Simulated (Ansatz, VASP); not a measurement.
## Al7Cu: VASP beside Ansatz

INCAR

```
SYSTEM = Al7Cu
ALGO     = Normal         ! electronic algorithm
EDIFF    = 1E-6           ! SCF threshold, eV
ENCUT    = 520            ! plane-wave cutoff, eV
GGA      = PE             ! functional
ISIF     = 2              ! what is computed and relaxed
ISMEAR   = 0              ! smearing method
LASPH    = .TRUE.         ! aspherical terms in the spheres
LCHARG   = .FALSE.        ! write CHGCAR
LREAL    = .FALSE.        ! projectors in reciprocal space
LWAVE    = .FALSE.        ! write WAVECAR
NBANDS   = 26             ! bands
NELM     = 60             ! most SCF steps
PREC     = Accurate       ! precision mode
SIGMA    = 0.1            ! smearing width, eV
```

KPOINTS

```
k-points
0
G
  8 8 8
  0 0 0
```

File POSCAR:

```
Al7Cu
1.0
    0.0000000000      4.0191697223      4.0191697223
    4.0191697223      0.0000000000      4.0191697223
    4.0191697223      4.0191697223      0.0000000000
Al Cu
7 1
Direct
    0.5000000000      0.0000000000      0.0000000000
    0.0000000000      0.5000000000      0.5000000000
    0.0000000000      0.5000000000      0.0000000000
    0.5000000000      0.0000000000      0.5000000000
    0.0000000000      0.0000000000      0.5000000000
    0.5000000000      0.5000000000      0.0000000000
    0.0000000000      0.0000000000      0.0000000000
    0.5000000000      0.5000000000      0.5000000000
```

Input for Ansatz:

```yaml
crystal:
  lattice:
    - [0.0, 4.0191697223, 4.0191697223]
    - [4.0191697223, 0.0, 4.0191697223]
    - [4.0191697223, 4.0191697223, 0.0]
  atoms:
    - { symbol: Al, position: [0.5, 0.0, 0.0] }
    - { symbol: Al, position: [0.0, 0.5, 0.5] }
    - { symbol: Al, position: [0.0, 0.5, 0.0] }
    - { symbol: Al, position: [0.5, 0.0, 0.5] }
    - { symbol: Al, position: [0.0, 0.0, 0.5] }
    - { symbol: Al, position: [0.5, 0.5, 0.0] }
    - { symbol: Al, position: [0.0, 0.0, 0.0] }
    - { symbol: Cu, position: [0.5, 0.5, 0.5] }
basis:
  ecutwfc: 420
kpoints:
  mp_grid: { grid: [8, 8, 8] }
hamiltonian:
  xc: pbe
scf:
  occupations: { method: gaussian, width: 0.1 }
output:
  forces: true
  stress: true
  eigenvalues: true
```

Alike in both runs: task single point; functional PBE; k mesh 8 × 8 × 8; occupations gaussian, width 0.1 eV; no spin polarisation.

|  | VASP | Ansatz |
| --- | --- | --- |
| version | VASP 6.6.1 | Ansatz 0.2.0 |
| potentials or method | VASP PAW PBE potentials, release 64 (Al, Cu), cutoff 520 eV | scalar-relativistic, plane waves, PAW |
| valence electrons in the cell | 32 | 40 |

```tsv
	VASP	Ansatz	Ansatz less VASP
gap on the k mesh at the Fermi level (eV)	none	none	-
pressure (GPa)	-2.3	-2.4	-0.03
```

A gap of «none» marks a metal or a gap that the smearing closes. VASP's potentials hold 32 valence electrons a cell and Ansatz's 40, so a difference there can come from the potentials and not from the codes.
